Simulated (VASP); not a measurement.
LiF:

```xyz
2
Lattice="2.5163 0.0000 0.0000 0.0000 2.5163 0.0000 0.0000 0.0000 2.5163" Properties=species:S:1:pos:R:3 pbc="T T T"
Li    0.0000    0.0000    0.0000
F     1.2581    1.2581    1.2581
```

Base run:

| Property | Result |
| --- | --- |
| Program | VASP 6.6.1 |
| Functional | PBE |
| Potentials or basis | VASP PAW PBE potentials, release 64 (Li_sv, F) |
| Cutoff | 520 eV |
| k mesh | 8 × 8 × 8 |
| Occupations | gaussian, width 0.01 eV |
| Spin | no spin polarisation |

Its results: band gap on the k mesh 7.95 eV (least direct gap 8.67 eV); electronic dielectric tensor (diagonal) 2.16.

Q: The run is repeated on the same cell with these changes: functional from PBE to r2SCAN. What comes out?

A: Band gap on the k mesh 9.12 eV (least direct gap 9.86 eV); electronic dielectric tensor (diagonal) 2.07.

Caveats: the structure was generated, so it needn't be the stable form of LiF.

A k mesh can miss the band edges.
